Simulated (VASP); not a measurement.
# Al (P6_3/mmc) in VASP: a series of runs

Runs on Al. Level: PBEsol. Tasks: single point.

Everything below comes from runs of VASP 6.6.1. Logs are shortened: lines on timing, memory, paths and dates and some standing lists are left out, and cuts for length are marked.

### 1 The cell of the first run

Symmetry: P6_3/mmc, No. 194, hexagonal system. The conventional cell has a = 2.827 Å, b = 2.827 Å, c = 9.186 Å, α = 90.00°, β = 90.00°, γ = 120.00°. Within 3.7 Å of Al (site symmetry -3m) lie 12 Al at 2.82 to 2.83 Å. Within 3.7 Å of Al (site symmetry -6m2) lie 12 Al at 2.82 to 2.83 Å.

### 2 Single point, PBEsol

INCAR reads:

```
SYSTEM = Al
ALGO     = Normal         ! electronic algorithm
EDIFF    = 1E-6           ! SCF threshold, eV
ENCUT    = 520            ! plane-wave cutoff, eV
GGA      = PS             ! functional
ISIF     = 2              ! what is computed and relaxed
ISMEAR   = 0              ! smearing method
LASPH    = .True.         ! aspherical terms in the spheres
LCHARG   = .False.        ! write CHGCAR
LREAL    = .False.        ! projectors in reciprocal space
LWAVE    = .False.        ! write WAVECAR
NBANDS   = 14             ! bands
NELM     = 100            ! most SCF steps
PREC     = Accurate       ! precision mode
SIGMA    = 0.25           ! smearing width, eV
```

KPOINTS reads:

```
k-points
0
Gamma
  10 10 3
  0 0 0
```

POSCAR reads:

```
Al
1.0
    2.8270770000      0.0000000000      0.0000000000
   -1.4135390000      2.4483210000      0.0000000000
    0.0000000000      0.0000000000      9.1859930000
Al
4
Direct
    0.0000000000      0.0000000000      0.0000000000
    0.3333333333      0.6666666667      0.2500000000
    0.0000000000      0.0000000000      0.5000000000
    0.6666666667      0.3333333333      0.7500000000
```

Potentials or basis: VASP PAW PBE potentials, release 64 (Al).

On the command line:

```console
$ cat potpaw_PBE.64/Al/POTCAR > POTCAR
$ mpirun -np 1 vasp_std > vasp.out
```

OUTCAR:

```text
SYSTEM = Al
   EDIFF = 1E-6
   ENCUT = 520
   GGA = PS
   ISIF = 2
   ISMEAR = 0
   LASPH = .True.
   LREAL = .False.
   NELM = 100
   PREC = Accurate

 ion  position               nearest neighbor table
   1  0.000  0.000  0.000-   4 2.82   2 2.82   4 2.82   2 2.82   4 2.82   2 2.82
   2  0.333  0.667  0.250-   1 2.82   3 2.82   1 2.82   3 2.82   1 2.82   3 2.82
   3  0.000  0.000  0.500-   4 2.82   2 2.82   4 2.82   2 2.82   4 2.82   2 2.82
   4  0.667  0.333  0.750-   1 2.82   3 2.82   1 2.82   3 2.82   1 2.82   3 2.82

  LATTYP: Found a hexagonal cell.
 ALAT       =     2.8270770000
 C/A-ratio  =     3.2492899910

  Lattice vectors:

 A1 = (   2.8270770000,   0.0000000000,   0.0000000000)
 A2 = (  -1.4135390000,   2.4483210000,   0.0000000000)
 A3 = (   0.0000000000,   0.0000000000,   9.1859930000)

Analysis of symmetry for initial positions (statically):
=====================================================================
 Subroutine PRICEL returns:
 Original cell was already a primitive cell.

 Routine SETGRP: Setting up the symmetry group for a
 hexagonal supercell.

 Subroutine GETGRP returns: Found 24 space group operations
 (whereof 12 operations were pure point group operations)
 out of a pool of 24 trial point group operations.

The static configuration has the point symmetry D_3d.
 The point group associated with its full space group is D_6h.

Analysis of symmetry for dynamics (positions and initial velocities):
=====================================================================
 Subroutine PRICEL returns:
 Original cell was already a primitive cell.

 Routine SETGRP: Setting up the symmetry group for a
 hexagonal supercell.

 Subroutine GETGRP returns: Found 24 space group operations
 (whereof 12 operations were pure point group operations)
 out of a pool of 24 trial point group operations.

The dynamic configuration has the point symmetry D_3d.
 The point group associated with its full space group is D_6h.

 Subroutine INISYM returns: Found 24 space group operations
 (whereof 12 operations are pure point group operations),
 and found     1 'primitive' translations

----------------------------------------------------------------------------------------

                                     Primitive cell

  volume of cell :      63.5817

  direct lattice vectors                    reciprocal lattice vectors
     2.827077000  0.000000000  0.000000000     0.353722237  0.204221659  0.000000000
[... 98 lines left out ...]
   POTIM  = 0.5000    time-step for ionic-motion
   TEBEG  =    0.0;   TEEND  =   0.0 temperature during run
   PSTRESS=    0.0 pullay stress
   NELECT =      12.0000    total number of electrons
   NUPDOWN=      -1.0000    fix difference up-down
   EMIN   =  10.00;   EMAX   =-10.00  energy-range for DOS
   EFERMI =   0.00;   METHOD = LEGACY
   ISMEAR =     0;   SIGMA  =   0.25  broadening in eV -4-tet -1-fermi 0-gaus
   EFERMI_NEDOS =   21; number of points for ismear=-14 and -15
   IALGO  =     38    algorithm
   IMIX   =      4    mixing-type and parameters
     AMIX     =   0.40;   BMIX     =  1.00
     AMIX_MAG =   1.60;   BMIX_MAG =  1.00
  volume/ion in A,a.u.               =      15.90       107.27
  Fermi-wavevector in a.u.,A,eV,Ry     =   0.939055  1.774557 11.997958  0.881825
  Thomas-Fermi vector in A             =   2.066329
   LORBIT       =      0    0 simple, 1 ext, 2 COOP (PROOUT), +10 PAW based schemes
   GGA     = PS    functional components
   LHFCALC =     F    Hartree Fock is set to
   AEXX    =    0.0000 exact exchange contribution
   IVDW    =     0    specifies the selected vdW correction
   LEPSILON=     F    determine dielectric tensor
   LRPA    =     F    only Hartree local field effects (RPA)
 non-spin polarized calculation
 Gauss-broadening in eV      SIGMA  =   0.25
  energy-cutoff  :      520.00
  volume of cell :       63.58
 maximum number of plane-waves:      1738
 NGX is ok and might be reduce to    24
   NGX = 11   NGY = 11   NGZ = 35

 number of electron      12.0000000 magnetization

 Free energy of the ion-electron system (eV)
  ---------------------------------------------------
  ext. energy  EPLUGINS =         0.00000000
  ---------------------------------------------------
  free energy    TOTEN  =       -16.36222700 eV

  energy without entropy =      -16.32945893  energy(sigma->0) =      -16.34584297

 E-fermi :   8.3774     XC(G=0): -10.3943

 val. band max:        8.3595229398   @ k =   0.4000   0.2000   0.3333
 cond. band min:       8.4601438759   @ k =   0.4000   0.1000   0.0000
 fundamental gap:      0.1006209360
 Fermi energy:         8.3773554696

 k-point     1 :       0.0000    0.0000    0.0000
  band No.  band energies     occupation
      1      -3.0475      2.00000
      2      -1.3055      2.00000
      3      -1.3043      2.00000
      4       3.6286      2.00000
      5       3.9801      2.00000
      6      11.9466      0.00000
      7      11.9597      0.00000
      8      19.2011      0.00000
      9      19.2011      0.00000
     10      19.3597      0.00000
     11      19.3597      0.00000
     12      20.3226      0.00000
     13      20.3240      0.00000
     14      20.4946      0.00000
[... 377 lines left out ...]
      1       2.2224      2.00000
      2       2.7782      2.00000
      3       4.5409      2.00000
      4       4.7434      2.00000
      5       5.4254      2.00000
      6       6.5988      2.00000
      7       7.5303      2.00000
      8       9.0028      0.00040
      9      10.8125      0.00000
     10      11.6220      0.00000
     11      12.2633      0.00000
     12      13.2785      0.00000
     13      14.1557      0.00000
     14      14.4713      0.00000

 [... further k-points ...]
[... 5 lines left out ...]
  --------------------------------------------------------------------------------------
  -------------------------------------------------------------------------------------
  Total        0.3455737      0.3455739      1.4749946     -0.0000001      0.0000000      0.0000000
  in kB        8.7080151      8.7080187     37.1679749     -0.0000018      0.0000000      0.0000000
  external PRESSURE =      18.1946696 kB  Pullay stress =       0.0000000 kB

 VOLUME and BASIS-vectors are now :
 -----------------------------------------------------------------------------
  energy-cutoff  :      520.00
  volume of cell :       63.58
      direct lattice vectors                 reciprocal lattice vectors
     2.827077000  0.000000000  0.000000000     0.353722237  0.204221659  0.000000000
    -1.413539000  2.448321000  0.000000000     0.000000000  0.408443174  0.000000000
     0.000000000  0.000000000  9.185993000     0.000000000  0.000000000  0.108861394

 POSITION                                       TOTAL-FORCE (eV/Angst)
 -----------------------------------------------------------------------------------
      0.00000      0.00000      0.00000        -0.000000      0.000000      0.000000
     -0.00000      1.63221      2.29650         0.000000     -0.000000     -0.000000
      0.00000      0.00000      4.59300        -0.000000      0.000000      0.000000
      1.41354      0.81611      6.88949        -0.000000      0.000000     -0.000000
 -----------------------------------------------------------------------------------
    total drift:                               -0.000000      0.000000      0.000000

  FREE ENERGIE OF THE ION-ELECTRON SYSTEM (eV)
  ---------------------------------------------------
  free  energy   TOTEN  =       -16.3622270004 eV

  energy  without entropy=      -16.3294589347  energy(sigma->0) =      -16.34584297
```

Wall time 10 s (1 thread of Intel Xeon 6975P-C (Granite Rapids), shared host); peak memory 0.18 GiB.

What came out:

* Free energy: -16.3622 eV
* Pressure: 1.8 GPa
* Band gap on the k mesh: zero (band 6 reaches 12.39 eV, above the bottom of band 7 at 6.96 eV)

Stress tensor (GPa, compression positive):
```
0.87 0.00 0.00
0.00 0.87 0.00
0.00 0.00 3.72
```

Levels at points of the mesh, in eV from the Fermi level:
| k point | band 1 | band 2 | band 3 | band 4 | band 5 | band 6 | band 7 | band 8 | band 9 | band 10 |
| --- | --- | --- | --- | --- | --- | --- | --- | --- | --- | --- |
| (0.00, 0.00, 0.00) | -11.42 | -9.68 | -9.68 | -4.75 | -4.40 | 3.57 | 3.58 | 10.82 | 10.82 | 10.98 |
| (0.50, 0.00, 0.00) | -5.44 | -5.36 | -4.07 | -4.00 | -3.42 | -3.34 | 0.79 | 1.22 | 1.40 | 1.72 |

Caveat: the PAW data sets were made with another functional, which shifts forces and pressure a little.

### 3 Single point, PBEsol

INCAR reads:

```
SYSTEM = Al
PREC = Accurate
ENCUT = 520
EDIFF = 1E-6
ISMEAR = 0
SIGMA = 0.15
LREAL = .False.
LASPH = .True.
NELM = 60
ALGO = Normal
ISIF = 2
LWAVE = .False.
LCHARG = .False.
GGA = PS
NBANDS = 14
```

KPOINTS reads:

```
Automatic mesh
0
Gamma
  10 10 3
  0 0 0
```

POSCAR is that of step 2.

Potentials or basis: VASP PAW PBE potentials, release 64 (Al).

On the command line:

```console
$ cat potpaw_PBE.64/Al/POTCAR > POTCAR
$ mpirun -np 1 vasp_std > vasp.out
```

Wall time 10 s (1 thread of Intel Xeon 6975P-C (Granite Rapids), shared host); peak memory 0.17 GiB.

Results (log left out):

| Item | Value |
| --- | --- |
| Free energy | -16.3522 eV |
| Pressure | 1.8 GPa |
| Band gap on the k mesh | zero (band 6 reaches 12.39 eV, above the bottom of band 7 at 6.96 eV) |

Stress tensor (GPa, compression positive):
```
0.86 0.00 0.00
0.00 0.86 0.00
0.00 0.00 3.71
```

Levels at points of the mesh, in eV from the Fermi level:
```csv
k point,band 2,band 3,band 4,band 5,band 6,band 7,band 8,band 9
"(0.00, 0.00, 0.00)",-9.69,-9.69,-4.76,-4.40,3.56,3.58,10.82,10.82
"(0.50, 0.00, 0.00)",-5.36,-4.07,-4.01,-3.42,-3.35,0.78,1.22,1.39
```

Caveat: the PAW data sets were made with another functional, which shifts forces and pressure a little.

### 4 Single point, PBEsol

INCAR reads:

```
SYSTEM = Al
PREC = Accurate
ENCUT = 520
EDIFF = 1E-7
ISMEAR = 0
SIGMA = 0.1
LREAL = .FALSE.
LASPH = .TRUE.
NELM = 60
ALGO = Normal
ISIF = 2
LWAVE = .FALSE.
LCHARG = .FALSE.
GGA = PS
NBANDS = 14
```

KPOINTS reads:

```
Automatic mesh
0
G
  10 10 3
  0 0 0
```

POSCAR is that of step 3.

On the command line:

```console
$ cat potpaw_PBE.64/Al/POTCAR > POTCAR
$ mpirun -np 1 vasp_std > vasp.out
```

Run time: 11 s. Hardware: 1 thread of Intel Xeon 6975P-C (Granite Rapids), shared host; peak memory 0.18 GiB.

It converged, with:

```
Free energy            : -16.3495 eV
Pressure               : 1.8 GPa
Band gap on the k mesh : zero (band 6 reaches 12.39 eV, above the bottom of band 7 at 6.96 eV)
```

Stress tensor (GPa, compression positive):
```
0.88 0.00 0.00
0.00 0.88 0.00
0.00 0.00 3.65
```

Levels at points of the mesh, in eV from the Fermi level:
| k point | band 1 | band 2 | band 3 | band 4 | band 5 | band 6 | band 7 | band 8 | band 9 | band 10 |
| --- | --- | --- | --- | --- | --- | --- | --- | --- | --- | --- |
| (0.00, 0.00, 0.00) | -11.43 | -9.69 | -9.69 | -4.76 | -4.40 | 3.56 | 3.57 | 10.82 | 10.82 | 10.98 |
| (0.50, 0.00, 0.00) | -5.45 | -5.36 | -4.07 | -4.01 | -3.42 | -3.35 | 0.78 | 1.21 | 1.39 | 1.71 |

Caveat: the PAW data sets were made with another functional, which shifts forces and pressure a little.

### 5 Summary

| smearing | gap on the mesh (eV) | pressure (GPa) |
| --- | --- | --- |
| gaussian 0.25 eV | none | 1.8 |
| gaussian 0.15 eV | none | 1.8 |
| gaussian 0.1 eV | none | 1.8 |

Alike in all rows: task single point; level PBEsol; potentials or basis VASP PAW PBE potentials, release 64 (Al); no spin polarisation; cell as given; k mesh 10 × 10 × 3; cutoff (eV) 520.

Every run on the cell as given and a fine mesh finds a metal.

Caveats: the PAW data sets were made with another functional, which shifts forces and pressure a little.

Total energies depend on the potentials used, so only differences within one code and one set of settings carry meaning.
